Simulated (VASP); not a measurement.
# Ti3GePt (Pm-3m) in VASP: single point with PBE

Aim: the single point of Ti3GePt with PBE.

All numbers are computed with VASP 6.6.1; they aren't measurements. Logs are shortened: lines on timing, memory, paths and dates and some standing lists are left out, and cuts for length are marked.

## Step 1: The cell of the first run

Symmetry: Pm-3m, No. 221, cubic system. The conventional cell has a = 4.611 Å, b = 4.611 Å, c = 4.611 Å, α = 90.00°, β = 90.00°, γ = 90.00°. Ti (site symmetry 4/mmm) has 2 Ge at 2.31 Å within 3.0 Å. Ge (site symmetry m-3m) has 6 Ti at 2.31 Å within 3.0 Å. Pt (site symmetry m-3m) has 12 Ti at 3.26 Å and 8 Ge at 3.99 Å within 4.3 Å.

The cell was generated, and may not be a known phase.

## Step 2: Single point, PBE

The input, INCAR:

```
SYSTEM = Ti3GePt
  PREC = Accurate
  ENCUT = 620
  EDIFF = 1E-6
  ISMEAR = 0
  SIGMA = 0.1
  LREAL = .FALSE.
  LASPH = .TRUE.
  NELM = 300
  ALGO = All
  ISIF = 2
  LWAVE = .FALSE.
  LCHARG = .TRUE.
  GGA = PE
  LVHAR = .TRUE.
  NBANDS = 38
  GGA_COMPAT = .FALSE.
  ISEARCH = 1
  KPAR = 4
```

The input, KPOINTS:

```
Automatic mesh
0
G
  8 8 8
  0 0 0
```

The input, POSCAR:

```
Ti3GePt
1.0
    4.6105072523      0.0000000000      0.0000000000
    0.0000000000      4.6105072523      0.0000000000
    0.0000000000      0.0000000000      4.6105072523
Ti Ge Pt
3 1 1
Direct
    0.0000000000      0.5000000000      0.5000000000
    0.5000000000      0.0000000000      0.5000000000
    0.5000000000      0.5000000000      0.0000000000
    0.5000000000      0.5000000000      0.5000000000
    0.0000000000      0.0000000000      0.0000000000
```

Potentials or basis: VASP PAW PBE potentials, release 64 (Ti_sv, Ge_d, Pt).

On the command line:

```bash
$ cat potpaw_PBE.64/Ti_sv/POTCAR potpaw_PBE.64/Ge_d/POTCAR potpaw_PBE.64/Pt/POTCAR > POTCAR
$ mpirun -np 4 vasp_std > vasp.out
```

OUTCAR:

```text
SYSTEM = Ti3GePt
   PREC = Accurate
   ENCUT = 620
   EDIFF = 1E-6
   ISMEAR = 0
   LREAL = .FALSE.
   LASPH = .TRUE.
   NELM = 300
   ISIF = 2
   GGA = PE

 ion  position               nearest neighbor table
   1  0.000  0.500  0.500-   4 2.31   4 2.31
   2  0.500  0.000  0.500-   4 2.31   4 2.31
   3  0.500  0.500  0.000-   4 2.31   4 2.31
   4  0.500  0.500  0.500-   1 2.31   2 2.31   3 2.31   3 2.31   2 2.31   1 2.31
   5  0.000  0.000  0.000-

  LATTYP: Found a simple cubic cell.
 ALAT       =     4.6105072523

  Lattice vectors:

 A1 = (   4.6105072523,   0.0000000000,   0.0000000000)
 A2 = (   0.0000000000,   4.6105072523,   0.0000000000)
 A3 = (   0.0000000000,   0.0000000000,   4.6105072523)

Analysis of symmetry for initial positions (statically):
=====================================================================
 Subroutine PRICEL returns:
 Original cell was already a primitive cell.

 Routine SETGRP: Setting up the symmetry group for a
 simple cubic supercell.

 Subroutine GETGRP returns: Found 48 space group operations
 (whereof 48 operations were pure point group operations)
 out of a pool of 48 trial point group operations.

The static configuration has the point symmetry O_h .

Analysis of symmetry for dynamics (positions and initial velocities):
=====================================================================
 Subroutine PRICEL returns:
 Original cell was already a primitive cell.

 Routine SETGRP: Setting up the symmetry group for a
 simple cubic supercell.

 Subroutine GETGRP returns: Found 48 space group operations
 (whereof 48 operations were pure point group operations)
 out of a pool of 48 trial point group operations.

The dynamic configuration has the point symmetry O_h .

 Subroutine INISYM returns: Found 48 space group operations
 (whereof 48 operations are pure point group operations),
 and found     1 'primitive' translations

----------------------------------------------------------------------------------------

                                     Primitive cell

  volume of cell :      98.0045

  direct lattice vectors                    reciprocal lattice vectors
     4.610507252  0.000000000  0.000000000     0.216895874  0.000000000  0.000000000
     0.000000000  4.610507252  0.000000000     0.000000000  0.216895874  0.000000000
[... 91 lines left out ...]
   EDIFF  = 0.1E-05   stopping-criterion for ELM
   LREAL  =      F    real-space projection
   EDIFFG = 0.1E-04   stopping-criterion for IOM
   NSW    =      0    number of steps for IOM
   IBRION =     -1    ionic relax: 0-MD 1-quasi-New 2-CG
   NFREE  =      0    steps in history (QN), initial steepest desc. (CG)
   ISIF   =      2    stress and relaxation
   ISYM   =      2    0-nonsym 1-usesym 2-fastsym
   POTIM  = 0.5000    time-step for ionic-motion
   TEBEG  =    0.0;   TEEND  =   0.0 temperature during run
   PSTRESS=    0.0 pullay stress
   NELECT =      60.0000    total number of electrons
   NUPDOWN=      -1.0000    fix difference up-down
   EMIN   =  10.00;   EMAX   =-10.00  energy-range for DOS
   EFERMI =   0.00;   METHOD = LEGACY
   ISMEAR =     0;   SIGMA  =   0.10  broadening in eV -4-tet -1-fermi 0-gaus
   EFERMI_NEDOS =   21; number of points for ismear=-14 and -15
   IALGO  =     58    algorithm
   IMIX   =      4    mixing-type and parameters
     AMIX     =   0.40;   BMIX     =  1.00
     AMIX_MAG =   1.60;   BMIX_MAG =  1.00
  volume/ion in A,a.u.               =      19.60       132.27
  Fermi-wavevector in a.u.,A,eV,Ry     =   1.390091  2.626891 26.291255  1.932353
  Thomas-Fermi vector in A             =   2.514059
   LORBIT       =      0    0 simple, 1 ext, 2 COOP (PROOUT), +10 PAW based schemes
   GGA     = PE    functional components
   LHFCALC =     F    Hartree Fock is set to
   AEXX    =    0.0000 exact exchange contribution
   IVDW    =     0    specifies the selected vdW correction
   LEPSILON=     F    determine dielectric tensor
   LRPA    =     F    only Hartree local field effects (RPA)
 non-spin polarized calculation
 Gauss-broadening in eV      SIGMA  =   0.10
  energy-cutoff  :      620.00
  volume of cell :       98.00
 maximum number of plane-waves:      3468
 NGX is ok and might be reduce to    40
   NGX = 19   NGY = 19   NGZ = 19

 number of electron      60.0000023 magnetization

 Free energy of the ion-electron system (eV)
  ---------------------------------------------------
  ext. energy  EPLUGINS =         0.00000000
  ---------------------------------------------------
  free energy    TOTEN  =       -32.54590238 eV

  energy without entropy =      -32.52151629  energy(sigma->0) =      -32.53370934

 E-fermi :   6.4850     XC(G=0): -11.0188

 val. band max:        6.4841415323   @ k =   0.5000   0.3750   0.2500
 cond. band min:       6.4952130840   @ k =   0.5000   0.5000   0.3750
 fundamental gap:      0.0110715516
 Fermi energy:         6.4850335879

 k-point     1 :       0.0000    0.0000    0.0000
  band No.  band energies     occupation
      1     -50.6607      2.00000
      2     -50.6295      2.00000
      3     -50.6295      2.00000
      4     -26.9846      2.00000
      5     -26.9846      2.00000
      6     -26.9846      2.00000
[... 973 lines left out ...]
     37       8.2487      0.00000
     38       8.3189      0.00000

 [... further k-points ...]

------------------------ aborting loop because EDIFF is reached ----------------------------------------

  FORCE on cell =-STRESS in cart. coord.  units (eV):
  Direction    XX          YY          ZZ          XY          YZ          ZX
  --------------------------------------------------------------------------------------
  -------------------------------------------------------------------------------------
  Total        0.0876692      0.0876692      0.0876692      0.0000000     -0.0000000      0.0000000
  in kB        1.4332151      1.4332151      1.4332151      0.0000000     -0.0000000      0.0000000
  external PRESSURE =       1.4332151 kB  Pullay stress =       0.0000000 kB

 VOLUME and BASIS-vectors are now :
 -----------------------------------------------------------------------------
  energy-cutoff  :      620.00
  volume of cell :       98.00
      direct lattice vectors                 reciprocal lattice vectors
     4.610507252  0.000000000  0.000000000     0.216895874  0.000000000  0.000000000
     0.000000000  4.610507252  0.000000000     0.000000000  0.216895874  0.000000000
     0.000000000  0.000000000  4.610507252     0.000000000  0.000000000  0.216895874

 POSITION                                       TOTAL-FORCE (eV/Angst)
 -----------------------------------------------------------------------------------
      0.00000      2.30525      2.30525         0.000000      0.000000      0.000000
      2.30525      0.00000      2.30525         0.000000      0.000000      0.000000
      2.30525      2.30525      0.00000         0.000000      0.000000      0.000000
      2.30525      2.30525      2.30525         0.000000      0.000000      0.000000
      0.00000      0.00000      0.00000         0.000000      0.000000      0.000000
 -----------------------------------------------------------------------------------
    total drift:                               -0.000000      0.000000     -0.000000

  FREE ENERGIE OF THE ION-ELECTRON SYSTEM (eV)
  ---------------------------------------------------
  free  energy   TOTEN  =       -32.5459023827 eV

  energy  without entropy=      -32.5215096415  energy(sigma->0) =      -32.53370601
```

OSZICAR:

```text
N       E                     dE             d eps       ncg     rms           ort
DAV:   1     0.817331193453E+03    0.81733E+03   -0.33666E+04  1330   0.324E+03
DAV:   2     0.991164201743E+02   -0.71821E+03   -0.69914E+03  1330   0.834E+02
DAV:   3    -0.240289637665E+02   -0.12315E+03   -0.11873E+03  1330   0.228E+02
DAV:   4    -0.389246277547E+02   -0.14896E+02   -0.14759E+02  1330   0.771E+01
DAV:   5    -0.398037271973E+02   -0.87910E+00   -0.87832E+00  1330   0.154E+01
SDA:   6    -0.196735790417E+02    0.20130E+02   -0.87832E+00  1330   0.747E+02   0.000E+00
CGA:   7    -0.287144127986E+02   -0.90408E+01   -0.89706E+01  1330   0.131E+02   0.124E+00
CGA:   8    -0.314834477105E+02   -0.27690E+01   -0.27735E+01  1330   0.345E+01  -0.159E+00
CGA:   9    -0.320911913235E+02   -0.60774E+00   -0.60732E+00  1330   0.119E+01  -0.756E-02
CGA:  10    -0.323825075650E+02   -0.29132E+00   -0.29139E+00  1330   0.399E+00  -0.311E-03
CGA:  11    -0.324690567258E+02   -0.86549E-01   -0.86535E-01  1330   0.176E+00  -0.293E-03
CGA:  12    -0.325068822437E+02   -0.37826E-01   -0.37835E-01  1330   0.731E-01  -0.449E-03
[... 26 lines left out ...]
CGA:  39    -0.325459015674E+02   -0.13083E-05   -0.13175E-05  1330   0.319E-05  -0.129E-06
CGA:  40    -0.325459023827E+02   -0.81530E-06   -0.81973E-06  1330   0.266E-05   0.152E-06
   1 F= -.32545902E+02 E0= -.32533706E+02  d E =-.243927E-01
```

stdout:

```text
POSCAR found type information on POSCAR TiGePt
 POSCAR found :  3 types and       5 ions
 scaLAPACK will be used
 LDA part: xc-table for (Slater+PW92), standard interpolation
 POSCAR, INCAR and KPOINTS ok, starting setup
[... 68 lines left out ...]
 gam= 0.836 trial= 0.575  step=  0.5573 mean=  0.5749
 gam= 0.656 g(H,U,f)=  0.296E-05 0.328E-06 0.276E-07 ort(H,U,f) = 0.823E-06-0.262E-06 0.443E-08
 gam= 0.656 trial= 0.573  step=  0.7141 mean=  0.5731
 gam= 0.961 g(H,U,f)=  0.266E-05 0.519E-06 0.117E-07 ort(H,U,f) = 0.108E-06-0.231E-06-0.671E-08
 gam= 0.961 trial= 0.587  step=  0.5351 mean=  0.5872
 gam= 0.833 g(H,U,f)=  0.217E-05 0.474E-06 0.916E-08 ort(H,U,f) = 0.434E-06-0.285E-06 0.318E-08
 gam= 0.833 trial= 0.582  step=  0.7168 mean=  0.5820
 final diagonalization occupied
```

Run time: 79 s. Hardware: 4 MPI ranks of Intel Xeon Platinum 8488C (Sapphire Rapids), shared host; peak memory 0.48 GiB.

What came out:

```
Free energy            : -32.5459 eV
Pressure               : 0.1 GPa
Band gap on the k mesh : zero (bands 30 and 31 overlap by 0.70 eV)
```

Levels at points of the mesh, in eV from the Fermi level:
```
           k point  band 26  band 27  band 28  band 29  band 30  band 31  band 32  band 33  band 34  band 35
(0.00, 0.00, 0.00)    -0.87    -0.87    -0.38    -0.38    -0.38     0.66     0.66     1.48     1.48     1.82
(0.50, 0.00, 0.00)    -1.40    -0.87    -0.87    -0.71    -0.47    -0.47     0.85     1.12     1.31     1.31
(0.50, 0.50, 0.00)    -1.92    -1.58    -0.55    -0.55    -0.13     0.60     0.60     0.61     0.61     1.23
(0.50, 0.50, 0.50)    -1.71    -1.71     0.23     0.23     0.23     0.52     0.52     0.52     1.29     1.29
```

Caveat: spin-orbit coupling is left out, which moves the levels of the heavy elements.
